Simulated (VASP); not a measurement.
Write the native input for VASP 6.6.1 that does the following.

```yaml
Task: single point
Functional: r2SCAN
Potentials_or_basis: VASP PAW PBE potentials, release 64 (Hf_pv, O)
Cutoff: 520 eV
k_mesh: 8 × 8 × 8
Occupations: gaussian, width 0.05 eV
Spin: no spin polarisation
Dipole_correction: no
Further_INCAR_settings: ALGO = Normal; EDIFF = 1e-06; NBANDS = 18
```

Crystal: HfO2.

```xyz
3
Lattice="0.0000 2.4067 2.8880 2.4067 0.0000 2.8880 2.4067 2.4067 0.0000" Properties=species:S:1:pos:R:3 pbc="T T T"
Hf    0.0000    0.0000    0.0000
O     1.2033    1.2033    1.4440
O     3.6100    3.6100    4.3321
```

This cell differs from its parent crystal: ratio of the length along z to the lengths across it x 1.2, volume and fractional coordinates fixed.

One way to write it, as run:

POSCAR

```
HfO2
1.0
    0.0000000000      2.4066996439      2.8880395726
    2.4066996439      0.0000000000      2.8880395726
    2.4066996439      2.4066996439      0.0000000000
Hf O
1 2
Direct
    0.0000000000      0.0000000000      0.0000000000
    0.2500000000      0.2500000000      0.2500000000
    0.7500000000      0.7500000000      0.7500000000
```

INCAR.step1

```
PREC     = Accurate       # precision mode
ENCUT    = 520            # plane-wave cutoff, eV
ISMEAR   = 0              # smearing method
SIGMA    = 0.05           # smearing width, eV
LREAL    = F              # projectors in reciprocal space
LASPH    = T              # aspherical terms in the spheres
NELM     = 100            # most SCF steps
NBANDS   = 18             # bands
GGA      = PE             # functional
ALGO     = Normal         # electronic algorithm
EDIFF    = 1E-4           # SCF threshold, eV
LWAVE    = T              # write WAVECAR
LCHARG   = F              # write CHGCAR
```

INCAR.step2

```
PREC     = Accurate       # precision mode
ENCUT    = 520            # plane-wave cutoff, eV
EDIFF    = 1E-6           # SCF threshold, eV
ISMEAR   = 0              # smearing method
SIGMA    = 0.05           # smearing width, eV
LREAL    = F              # projectors in reciprocal space
LASPH    = T              # aspherical terms in the spheres
NELM     = 100            # most SCF steps
ALGO     = Normal         # electronic algorithm
ISIF     = 2              # what is computed and relaxed
LWAVE    = F              # write WAVECAR
LCHARG   = T              # write CHGCAR
METAGGA  = R2SCAN         # meta-GGA
LMIXTAU  = T            
LELF     = T              # ELF
LVHAR    = T            
NBANDS   = 18             # bands
ISTART   = 1
```

KPOINTS

```
Automatic mesh
0
Gamma
  8 8 8
```

Potentials or basis: VASP PAW PBE potentials, release 64 (Hf_pv, O).

The run is started by

```console
$ cat potpaw_PBE.64/Hf_pv/POTCAR potpaw_PBE.64/O/POTCAR > POTCAR
$ cp INCAR.step1 INCAR
$ mpirun -np 1 vasp_std > vasp.out
$ cp INCAR.step2 INCAR
$ mpirun -np 1 vasp_std > vasp.out
```

It gave:

```json
{"Pressure": "-10.6 GPa", "Band gap on the k mesh": "1.35 eV, indirect (least direct gap 1.95 eV)"}
```

Caveat: the PAW data sets were made with another functional, which shifts forces and pressure a little; spin-orbit coupling is left out, which moves the levels of the heavy elements.

Run time: 80 s on 1 thread of Intel(R) Xeon(R) 6975P-C (Granite Rapids) (shared host), peak memory 0.18 GiB.
